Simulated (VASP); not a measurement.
Hf: single point with PBE

Crystal: Hf.

```
Hf
1.0
     3.37465    0.00000    0.00000
    -1.68732    2.92253    0.00000
     0.00000    0.00000    4.53845
Hf
2
Direct
  0.33333 0.66667 0.25000
  0.66667 0.33333 0.75000
```

This cell differs from its parent crystal: ratio of the length along z to the lengths across it x 0.85, volume and fractional coordinates fixed.

```json
{
  "Program": "VASP 6.6.1",
  "Task": "single point",
  "Functional": "PBE",
  "Potentials or basis": "VASP PAW PBE potentials, release 64 (Hf_pv)",
  "Cutoff": "520 eV",
  "k mesh": "18 × 18 × 10",
  "Occupations": "gaussian, width 0.15 eV",
  "Spin": "no spin polarisation",
  "Dipole correction": "no",
  "Further INCAR settings": "ALGO = Fast; EDIFF = 1e-07; NBANDS = 17"
}
```

```
Pressure               : 1.8 GPa
Band gap on the k mesh : zero (band 10 reaches 5.89 eV, above the bottom of band 11 at 4.48 eV)
```

Stress tensor (GPa, compression positive):
```
-3.90  0.00  0.00
 0.00 -3.90  0.00
 0.00  0.00 13.32
```

Levels at points of the mesh, in eV from the Fermi level:
```
           k point  band 7  band 8  band 9  band 10  band 11  band 12  band 13  band 14
(0.00, 0.00, 0.00)   -7.31   -3.42    0.79     0.79     1.49     1.49     2.05     2.05
(0.50, 0.00, 0.00)   -3.53   -2.81   -1.82    -1.32    -0.11     1.87     2.68     4.73
(0.00, 0.00, 0.50)   -4.84   -4.84    0.28     0.28     0.28     0.28     1.02     1.02
(0.50, 0.00, 0.50)   -3.30   -3.30   -0.50    -0.50     1.25     1.25     1.97     1.97
```

It took 3.6 min on 1 thread of AMD EPYC 9R45 96-Core Processor (Zen 5), with other jobs on the host, peak memory 0.24 GiB.

Caveat: spin-orbit coupling is left out, which moves the levels of the heavy elements.
